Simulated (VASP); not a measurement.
A run of VASP 6.6.1:

INCAR

```
  PREC = Accurate
  ENCUT = 520
  EDIFF = 1E-6
  ISMEAR = 0
  SIGMA = 0.15
  LREAL = F
  LASPH = T
  NELM = 100
  ALGO = Normal
  ISIF = 2
  LWAVE = F
  LCHARG = F
  GGA = PE
  NBANDS = 12
```

File KPOINTS:

```
Automatic mesh
0
Gamma
  20 20 20
```

Contents of POSCAR:

```
Nb
1.0
   -1.6389907500      1.6389907500      1.6389907500
    1.6389907500     -1.6389907500      1.6389907500
    1.6389907500      1.6389907500     -1.6389907500
Nb
1
Direct
    0.0000000000      0.0000000000      0.0000000000
```

Potentials or basis: VASP PAW PBE potentials, release 64 (Nb_sv).

Command:

```console
$ cat potpaw_PBE.64/Nb_sv/POTCAR > POTCAR
$ mpirun -np 1 vasp_std > vasp.out
```

Hardware: 1 thread of Intel(R) Xeon(R) 6975P-C (Granite Rapids), with other jobs on the host.

Question: How long does it take, and how much memory?

Answer: It took 20 s on 1 thread of Intel(R) Xeon(R) 6975P-C (Granite Rapids), with other jobs on the host, peak memory 0.17 GiB. Counts: scf iterations 12, k points 256.
